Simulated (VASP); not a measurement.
A run of VASP 6.6.1 is set up as follows.

Contents of INCAR:

```
  PREC = Accurate
  ENCUT = 520
  EDIFF = 1E-7
  ISMEAR = 0
  SIGMA = 0.05
  LREAL = F
  LASPH = T
  NELM = 80
  ALGO = Normal
  ISIF = 2
  LWAVE = F
  LCHARG = F
  LDIPOL = T
  IDIPOL = 3
  DIPOL = 0.5 0.5 0.394
  GGA = PE
  IVDW = 12
  NBANDS = 50
```

File KPOINTS:

```
Automatic mesh
0
Gamma
  7 7 1
```

The input POSCAR:

```
SnO
1.0
    3.8201526160      0.0002954389      0.0000000000
   -0.0003145156      3.8201526145      0.0000000000
    0.0000000000      0.0000000000     22.2260756252
Sn O
4 4
Direct
    0.9999453016      0.9999453016      0.2024648920
    0.4999453016      0.4999453016      0.3087831576
    0.9999453016      0.9999453016      0.4797535108
    0.4999453016      0.4999453016      0.5860717765
    0.9999461184      0.4999461184      0.2556240248
    0.4999461184      0.9999461184      0.2556240248
    0.9999461184      0.4999461184      0.5329126436
    0.4999461184      0.9999461184      0.5329126436
```

Potentials or basis: VASP PAW PBE potentials, release 64 (Sn_d, O).

Launch:

```console
$ cat potpaw_PBE.64/Sn_d/POTCAR potpaw_PBE.64/O/POTCAR > POTCAR
$ mpirun -np 1 vasp_std > vasp.out
```

Q: Predict the band gap on the k mesh.

A: 2.47 eV, indirect (least direct gap 2.52 eV).

Q: What does it give for the largest force?

A: 0.201 eV/Å.

Forces in eV/Å, atoms in the order of the input:
```
Sn   0.000  0.000 -0.069
Sn   0.000  0.000  0.201
Sn   0.000  0.000 -0.201
Sn   0.000  0.000  0.069
O    0.000  0.000  0.021
O    0.000  0.000  0.021
O    0.000  0.000 -0.021
O    0.000  0.000 -0.021
```

Caveat: spin-orbit coupling is left out, which moves the levels of the heavy elements.
